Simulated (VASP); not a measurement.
Runs of VASP 6.6.1 on CdSe (Cadmoselite). The structure is that of space group P6_3mc (No. 186), or close to it. The cells are those of the table. 

```csv
task,cell,gap on the mesh (eV),pressure (GPa),largest force (eV/Å)
relaxation of shape and atoms at fixed volume,"relaxed from a = 4.134, b = 4.134, c = 6.755 Å, angles 90.0, 90.0, 120.0°, 4 atoms",0.90,12.1,0.01
relaxation of shape and atoms at fixed volume,"relaxed from a = 4.323, b = 4.323, c = 7.059 Å, angles 90.0, 90.0, 120.0°, 4 atoms",0.63,2.3,0.01
relaxation of cell and atoms,"relaxed from a = 4.300, b = 4.300, c = 7.020 Å, angles 90.0, 90.0, 120.0°, 4 atoms",0.53,0.0,0.01
relaxation of shape and atoms at fixed volume,"relaxed from a = 4.056, b = 4.056, c = 6.683 Å, angles 90.0, 90.0, 120.0°, 4 atoms",(a),17.2,-
```

Alike in all rows: level PBE; potentials or basis VASP PAW PBE potentials, release 64 (Cd, Se); no spin polarisation; k mesh 10 × 10 × 6; cutoff (eV) 600; smearing gaussian 0.05 eV.

Question: Estimate the missing entries.

Answer: (a) 0.95.

Caveats: the relaxation stopped at its first step, so nothing moved (some runs).

A k mesh can miss the band edges, and the runs leave out spin-orbit coupling on Cd, Se.
